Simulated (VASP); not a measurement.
# Te6Mo3H (a cell with a defect) in VASP: a series of runs

The runs below take Te6Mo3H (a cell with a defect) through single point, with PBEsol+D3(BJ).

Program: VASP 6.6.1. These are calculated values, not measurements. Logs are shortened: lines on timing, memory, paths and dates and some standing lists are left out, and cuts for length are marked.

### Step 1. The cell of the first run

The cell holds a defect, 10 atoms: a = 3.433 Å, b = 3.433 Å, c = 20.770 Å, α = 90.00°, β = 90.00°, γ = 120.00°.

### Step 2. Single point, PBEsol+D3(BJ)

Contents of INCAR:

```
SYSTEM = Te6Mo3H
PREC     = Accurate       ! precision mode
ENCUT    = 400            ! plane-wave cutoff, eV
EDIFF    = 1E-6           ! SCF threshold, eV
ISMEAR   = 0              ! smearing method
SIGMA    = 0.05           ! smearing width, eV
LREAL    = .FALSE.        ! projectors in reciprocal space
LASPH    = .TRUE.         ! aspherical terms in the spheres
NELM     = 120            ! most SCF steps
ALGO     = Normal         ! electronic algorithm
ISIF     = 2              ! what is computed and relaxed
LWAVE    = .FALSE.        ! write WAVECAR
LCHARG   = .FALSE.        ! write CHGCAR
GGA      = PS             ! functional
IVDW     = 12             ! dispersion correction
NBANDS   = 50             ! bands
GGA_COMPAT= .FALSE.
```

Contents of KPOINTS:

```
Automatic mesh
0
G
  9 9 2
  0 0 0
```

Contents of POSCAR:

```
Te6Mo3H
1.0
    3.4334342720      0.0000000000      0.0000000000
   -1.7167171360      2.9734413017      0.0000000000
    0.0000000000      0.0000000000     20.7704294686
Te Mo H
6 3 1
Direct
    0.0000000000      0.0000000000      0.9125759363
    0.3333333333      0.6666666667      0.5917818730
    0.3333333333      0.6666666667      0.2333053354
    0.3333333333      0.6666666667      0.7666946646
    0.3333333333      0.6666666667      0.4082181270
    0.0000000000      0.0000000000      0.0874240637
    0.0000000000      0.0000000000      0.6791511892
    0.0000000000      0.0000000000      0.3208488108
    0.3333333333      0.6666666667      0.0000000000
    0.3643568367      0.2238450850      0.0856769680
```

Potentials or basis: VASP PAW PBE potentials, release 64 (Te, Mo_sv, H).

On the command line:

```console
cat potpaw_PBE.64/Te/POTCAR potpaw_PBE.64/Mo_sv/POTCAR potpaw_PBE.64/H/POTCAR > POTCAR
mpirun -np 1 vasp_std > vasp.out
```

OUTCAR:

```text
SYSTEM = Te6Mo3H
   PREC = Accurate
   ENCUT = 400
   EDIFF = 1E-6
   ISMEAR = 0
   LREAL = .FALSE.
   LASPH = .TRUE.
   NELM = 120
   ISIF = 2
   GGA = PS
   IVDW = 12
 IVDW          = 12

 ion  position               nearest neighbor table
   1  0.000  0.000  0.913-   9 2.69   9 2.69   9 2.69   4 3.62   4 3.62   4 3.62   6 3.63
   2  0.333  0.667  0.592-   7 2.69   7 2.69   7 2.69   4 3.63
   3  0.333  0.667  0.233-   8 2.69   8 2.69   8 2.69   6 3.62   6 3.62   6 3.62   5 3.63
   4  0.333  0.667  0.767-   7 2.69   7 2.69   7 2.69   1 3.62   1 3.62   1 3.62   2 3.63
   5  0.333  0.667  0.408-   8 2.69   8 2.69   8 2.69   3 3.63
   6  0.000  0.000  0.087-  10 1.09   9 2.69   9 2.69   9 2.69   3 3.62   3 3.62   3 3.62   1 3.63

   7  0.000  0.000  0.679-   2 2.69   2 2.69   2 2.69   4 2.69   4 2.69   4 2.69
   8  0.000  0.000  0.321-   5 2.69   5 2.69   5 2.69   3 2.69   3 2.69   3 2.69
   9  0.333  0.667  0.000-   1 2.69   6 2.69   1 2.69   6 2.69   1 2.69   6 2.69
  10  0.364  0.224  0.086-   6 1.09

 -----------------------------------------------------------------------------
|                                                                             |
|           W    W    AA    RRRRR   N    N  II  N    N   GGGG   !!!           |
|           W    W   A  A   R    R  NN   N  II  NN   N  G    G  !!!           |
|           W    W  A    A  R    R  N N  N  II  N N  N  G       !!!           |
|           W WW W  AAAAAA  RRRRR   N  N N  II  N  N N  G  GGG   !            |
|           WW  WW  A    A  R   R   N   NN  II  N   NN  G    G                |
|           W    W  A    A  R    R  N    N  II  N    N   GGGG   !!!           |
|                                                                             |
|     The distance between some ions is very small. Please check the          |
|     nearest-neighbor list in the OUTCAR file.                               |
|     I HOPE YOU KNOW WHAT YOU ARE DOING!                                     |
|                                                                             |
 -----------------------------------------------------------------------------

  LATTYP: Found a hexagonal cell.
 ALAT       =     3.4334342720
 C/A-ratio  =     6.0494617992

  Lattice vectors:

 A1 = (   3.4334342720,   0.0000000000,   0.0000000000)
 A2 = (  -1.7167171360,   2.9734413017,   0.0000000000)
 A3 = (   0.0000000000,   0.0000000000,  20.7704294686)

Analysis of symmetry for initial positions (statically):
=====================================================================
 Subroutine PRICEL returns:
 Original cell was already a primitive cell.

 Routine SETGRP: Setting up the symmetry group for a
 hexagonal supercell.

 Subroutine GETGRP returns: Found  1 space group operations
 (whereof  1 operations were pure point group operations)
 out of a pool of 24 trial point group operations.

The static configuration has the point symmetry C_1 .

Analysis of symmetry for dynamics (positions and initial velocities):
=====================================================================
 Subroutine PRICEL returns:
 Original cell was already a primitive cell.

 Routine SETGRP: Setting up the symmetry group for a
 hexagonal supercell.

 Subroutine GETGRP returns: Found  1 space group operations
 (whereof  1 operations were pure point group operations)
 out of a pool of 24 trial point group operations.

The dynamic configuration has the point symmetry C_1 .

 Subroutine INISYM returns: Found  1 space group operations
 (whereof  1 operations are pure point group operations),
 and found     1 'primitive' translations

----------------------------------------------------------------------------------------

                                     Primitive cell

  volume of cell :     212.0477

  direct lattice vectors                    reciprocal lattice vectors
     3.433434272  0.000000000  0.000000000     0.291253573  0.168155329  0.000000000
    -1.716717136  2.973441302  0.000000000     0.000000000  0.336310658  0.000000000
     0.000000000  0.000000000 20.770429469     0.000000000  0.000000000  0.048145369

  length of vectors
     3.433434272  3.433434272 20.770429469     0.336310658  0.336310658  0.048145369

  position of ions in fractional coordinates (direct lattice)
     0.000000000  0.000000000  0.912575936
     0.333333333  0.666666667  0.591781873
     0.333333333  0.666666667  0.233305335
     0.333333333  0.666666667  0.766694665
     0.333333333  0.666666667  0.408218127
     0.000000000  0.000000000  0.087424064
     0.000000000  0.000000000  0.679151189
     0.000000000  0.000000000  0.320848811
     0.333333333  0.666666667  0.000000000
     0.364356837  0.223845085  0.085676968

  ion indices of the primitive-cell ions
   primitive index   ion index
                 1           1
                 2           2
                 3           3
                 4           4
                 5           5
                 6           6
                 7           7
                 8           8
                 9           9
                10          10

----------------------------------------------------------------------------------------

 KPOINTS: Automatic mesh

Automatic generation of k-mesh.
 Grid dimensions read from file:
 generate k-points for:    9    9    2

 Generating k-lattice:

  Cartesian coordinates                     Fractional coordinates (reciprocal lattice)
     0.032361508  0.018683925  0.000000000     0.111111111  0.000000000  0.000000000
     0.000000000  0.037367851  0.000000000     0.000000000  0.111111111  0.000000000
     0.000000000  0.000000000  0.024072685     0.000000000  0.000000000  0.500000000

  Length of vectors
     0.037367851  0.037367851  0.024072685

  Shift w.r.t. Gamma in fractional coordinates (k-lattice)
     0.000000000  0.000000000  0.000000000

 Subroutine IBZKPT returns following result:
 ===========================================

 Found     82 irreducible k-points:

 Following reciprocal coordinates:
            Coordinates               Weight
  0.000000  0.000000  0.000000      1.000000
  0.111111  0.000000  0.000000      2.000000
  0.000000  0.111111  0.000000      2.000000
 -0.111111  0.111111  0.000000      2.000000
  0.222222  0.000000  0.000000      2.000000
  0.000000  0.222222  0.000000      2.000000
[... 16 lines left out ...]
  0.333333  0.111111  0.000000      2.000000
 -0.111111  0.444444  0.000000      2.000000
 [... further k-points ...]
   k-points           NKPTS =     82   k-points in BZ     NKDIM =     82   number of bands    NBANDS=     50
   number of dos      NEDOS =    301   number of ions     NIONS =     10
   total plane-waves  NPLWV =  80640
   dimension x,y,z NGX =    24 NGY =   24 NGZ =  140
   dimension x,y,z NGXF=    48 NGYF=   48 NGZF=  280
   ions per type =               6   3   1
   NGX,Y,Z   is equivalent  to a cutoff of  11.62, 11.62, 11.21 a.u.
   NGXF,Y,Z  is equivalent  to a cutoff of  23.24, 23.24, 22.41 a.u.
 SYSTEM =  Te6Mo3H
   PREC   = accura    normal or accurate (medium, high low for compatibility)
   ISTART =      0    job   : 0-new  1-cont  2-samecut
   ICHARG =      2    charge: 1-file 2-atom 10-const
   ISPIN  =      1    spin polarized calculation?
   LNONCOLLINEAR =      F non collinear calculations
   LSORBIT =      F    spin-orbit coupling
   LASPH  =      T    aspherical Exc in radial PAW
   ENCUT  =  400.0 eV  29.40 Ry    5.42 a.u.   5.60  5.60 33.87*2*pi/ulx,y,z
   NELM   =    120;   NELMIN=  2; NELMDL= -5     # of ELM steps
   EDIFF  = 0.1E-05   stopping-criterion for ELM
   LREAL  =      F    real-space projection
   EDIFFG = 0.1E-04   stopping-criterion for IOM
   NSW    =      0    number of steps for IOM
   IBRION =     -1    ionic relax: 0-MD 1-quasi-New 2-CG
   NFREE  =      0    steps in history (QN), initial steepest desc. (CG)
   ISIF   =      2    stress and relaxation
   ISYM   =      2    0-nonsym 1-usesym 2-fastsym
   POTIM  = 0.5000    time-step for ionic-motion
   TEBEG  =    0.0;   TEEND  =   0.0 temperature during run
   PSTRESS=    0.0 pullay stress
   NELECT =      79.0000    total number of electrons
   NUPDOWN=      -1.0000    fix difference up-down
   EMIN   =  10.00;   EMAX   =-10.00  energy-range for DOS
   EFERMI =   0.00;   METHOD = LEGACY
   ISMEAR =     0;   SIGMA  =   0.05  broadening in eV -4-tet -1-fermi 0-gaus
   EFERMI_NEDOS =   21; number of points for ismear=-14 and -15
   IALGO  =     38    algorithm
   IMIX   =      4    mixing-type and parameters
     AMIX     =   0.40;   BMIX     =  1.00
     AMIX_MAG =   1.60;   BMIX_MAG =  1.00
  volume/ion in A,a.u.               =      21.20       143.10
  Fermi-wavevector in a.u.,A,eV,Ry     =   1.177984  2.226067 18.880069  1.387646
  Thomas-Fermi vector in A             =   2.314321
   LORBIT       =      0    0 simple, 1 ext, 2 COOP (PROOUT), +10 PAW based schemes
   GGA     = PS    functional components
   LHFCALC =     F    Hartree Fock is set to
   AEXX    =    0.0000 exact exchange contribution
   IVDW    =    12    specifies the selected vdW correction
   LEPSILON=     F    determine dielectric tensor
   LRPA    =     F    only Hartree local field effects (RPA)
 non-spin polarized calculation
 Gauss-broadening in eV      SIGMA  =   0.05
  energy-cutoff  :      400.00
  volume of cell :      212.05
 maximum number of plane-waves:      3908
   NGX = 11   NGY = 11   NGZ = 67

 number of electron      78.9999990 magnetization

 Free energy of the ion-electron system (eV)
  ---------------------------------------------------
  ext. energy  EPLUGINS =         0.00000000
  ---------------------------------------------------
  free energy    TOTEN  =       -52.61884006 eV

  energy without entropy =      -52.61345934  energy(sigma->0) =      -52.61614970

 E-fermi :   9.6186     XC(G=0): -10.8888

 val. band max:        9.6169090576   @ k =  -0.3333   0.3333   0.5000
 cond. band min:       9.6195598037   @ k =   0.3333   0.1111   0.5000
 fundamental gap:      0.0026507461
 Fermi energy:         9.6186263714

 k-point     1 :       0.0000    0.0000    0.0000
  band No.  band energies     occupation
      1     -51.6831      2.00000
      2     -51.6627      2.00000
      3     -51.6298      2.00000
      4     -26.0021      2.00000
      5     -25.9183      2.00000
      6     -25.8897      2.00000
[... 42 lines left out ...]
     49      12.5538      0.00000
     50      12.6304      0.00000

 k-point     2 :       0.1111    0.0000    0.0000
  band No.  band energies     occupation
      1     -51.6814      2.00000
      2     -51.6611      2.00000
      3     -51.6281      2.00000
      4     -25.9977      2.00000
      5     -25.9137      2.00000
      6     -25.8851      2.00000
[... 42 lines left out ...]
     49      12.2775      0.00000
     50      12.3849      0.00000

 k-point     3 :       0.0000    0.1111    0.0000
  band No.  band energies     occupation
      1     -51.6814      2.00000
      2     -51.6611      2.00000
      3     -51.6281      2.00000
      4     -25.9973      2.00000
      5     -25.9137      2.00000
      6     -25.8851      2.00000
[... 1102 lines left out ...]
     49      11.9330      0.00000
     50      12.2388      0.00000

 k-point    24 :      -0.1111    0.4444    0.0000
  band No.  band energies     occupation
      1     -51.6699      2.00000
      2     -51.6498      2.00000
      3     -51.6169      2.00000
      4     -25.9646      2.00000
      5     -25.9216      2.00000
      6     -25.8826      2.00000
[... 42 lines left out ...]
     49      11.9948      0.00000
     50      12.2711      0.00000

 [... further k-points ...]

------------------------ aborting loop because EDIFF is reached ----------------------------------------

 Edisp (eV)   -5.04397

 E8    (eV) :    -3.4317

  FORCE on cell =-STRESS in cart. coord.  units (eV):
  Direction    XX          YY          ZZ          XY          YZ          ZX
  --------------------------------------------------------------------------------------
  -------------------------------------------------------------------------------------
  Total      25.58188    16.46097     4.43239    18.58665    -0.96344    -0.58306
  in kB     193.29006   124.37481    33.48995   140.43586    -7.27953    -4.40547
  external pressure =      117.05 kB  Pullay stress =        0.00 kB

 VOLUME and BASIS-vectors are now :
 -----------------------------------------------------------------------------
  energy-cutoff  :      400.00
  volume of cell :      212.05
      direct lattice vectors                 reciprocal lattice vectors
     3.433434272  0.000000000  0.000000000     0.291253573  0.168155329  0.000000000
    -1.716717136  2.973441302  0.000000000     0.000000000  0.336310658  0.000000000
     0.000000000  0.000000000 20.770429469     0.000000000  0.000000000  0.048145369

 POSITION                                       TOTAL-FORCE (eV/Angst)
 -----------------------------------------------------------------------------------
      0.00000      0.00000     18.95459        -0.015396     -0.006984      0.112780
     -0.00000      1.98229     12.29156        -0.000070      0.000932     -0.054417
     -0.00000      1.98229      4.84585        -0.028622     -0.019252      0.013105
     -0.00000      1.98229     15.92458        -0.011075     -0.001835      0.044079
     -0.00000      1.98229      8.47887        -0.000097      0.001051      0.044565
      0.00000      0.00000      1.81584       -27.485195    -21.328878      2.831655
      0.00000      0.00000     14.10626         0.000746     -0.001030      0.007344
      0.00000      0.00000      6.66417        -0.009092     -0.010603      0.005150
     -0.00000      1.98229      0.00000        -0.239499      0.067012     -2.593346
      0.86672      0.66559      1.77955        27.788301     21.299586     -0.410916
 -----------------------------------------------------------------------------------
    total drift:                               -0.000090      0.000027     -0.000247

  FREE ENERGIE OF THE ION-ELECTRON SYSTEM (eV)
  ---------------------------------------------------
  free  energy   TOTEN  =       -57.6628079061 eV

  energy  without entropy=      -57.6574271834  energy(sigma->0) =      -57.66011754
```

It took 8.9 min on 1 thread of AMD EPYC 9R45 (Zen 5), shared host; peak memory 0.56 GiB.

What came out:

```yaml
Free_energy: -57.6628 eV
Pressure: 11.7 GPa
Largest_force: 35.015 eV/Å
Band_gap_on_the_k_mesh: zero (an odd number of electrons rules out a gap without spin polarisation)
Dispersion_energy_per_atom: -0.504 eV
```

Forces in eV/Å, atoms in the order of the input:
```
Te   -0.015  -0.007   0.113
Te    0.000   0.001  -0.054
Te   -0.029  -0.019   0.013
Te   -0.011  -0.002   0.044
Te    0.000   0.001   0.045
Te  -27.485 -21.329   2.832
Mo    0.001  -0.001   0.007
Mo   -0.009  -0.011   0.005
Mo   -0.239   0.067  -2.593
H    27.788  21.300  -0.411
```

Caveat: atoms lie so close that the PAW spheres overlap strongly, which falsifies energies and pressures; the PAW data sets were made with another functional, which shifts forces and pressure a little; spin-orbit coupling is left out, which moves the levels of the heavy elements.

(Part 1 of 2 ends here.)
